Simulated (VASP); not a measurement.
Crystal: HfO2.

```
CELL_PARAMETERS angstrom
5.52820 0.00000 0.00000
0.00000 5.52820 0.00000
0.00000 0.00000 3.64861
ATOMIC_POSITIONS crystal
Hf 0.00000 0.00000 0.00000
Hf 0.50000 0.50000 0.50000
O 0.30500 0.30500 0.00000
O 0.19500 0.80500 0.50000
O 0.80500 0.19500 0.50000
O 0.69500 0.69500 0.00000
```

| Quantity | Value |
| --- | --- |
| Program | VASP 6.6.1 |
| Task | relaxation of cell and atoms |
| Functional | PBE |
| Potentials or basis | VASP PAW PBE potentials, release 64 (Hf_pv, O) |
| Cutoff | 600 eV |
| k mesh | 4 × 4 × 6 |
| Occupations | fermi-dirac, width 0.02 eV |
| Spin | no spin polarisation |

At the start: pressure -36.8 GPa; volume 18.58 Å³/atom.

Question: How do energy, volume and symmetry change on relaxing?

Answer: Over 11 steps the energy falls by 954.6 meV/atom and the volume is 12.69 Å³/atom (-31.7 %); space group P4_2/mnm (No. 136, to 0.1 Å) before and after.

Step by step:
| step | energy change (eV) | largest force (eV/Å) | pressure (GPa) | volume (Å³) |
| --- | --- | --- | --- | --- |
| 1 | 0.0000 | 0.8430 | -36.84 | 111.51 |
| 2 | 2.5372 | 6.1009 | 150.60 | 55.69 |
| 3 | -5.5953 | 0.1889 | -6.82 | 79.55 |
| 4 | -5.6327 | 0.3242 | -3.15 | 78.16 |
| 5 | -5.6385 | 0.4095 | -0.90 | 77.35 |
| 6 | -5.7274 | 0.0555 | 0.10 | 76.07 |
| 7 | -5.7274 | 0.0489 | 0.08 | 76.08 |
| 8 | -5.7277 | 0.0117 | -0.11 | 76.15 |
| 9 | -5.7277 | 0.0039 | -0.13 | 76.16 |
| 10 | -5.7277 | 0.0114 | 0.16 | 76.06 |
| 11 | -5.7277 | 0.0026 | 0.03 | 76.12 |

Final structure:
```yaml
crystal:
  lattice:
    - [4.85900, 0.00000, 0.00000]
    - [0.00000, 4.85900, 0.00000]
    - [0.00000, 0.00000, 3.22403]
  atoms:
    - { symbol: Hf, position: [0.00000, 0.00000, 0.00000] }
    - { symbol: Hf, position: [0.50000, 0.50000, 0.50000] }
    - { symbol: O, position: [0.30526, 0.30526, 0.00000] }
    - { symbol: O, position: [0.19474, 0.80526, 0.50000] }
    - { symbol: O, position: [0.80526, 0.19474, 0.50000] }
    - { symbol: O, position: [0.69474, 0.69474, 0.00000] }
```

Caveat: the volume moved by over 15 % at a fixed basis, so the end points are rough.
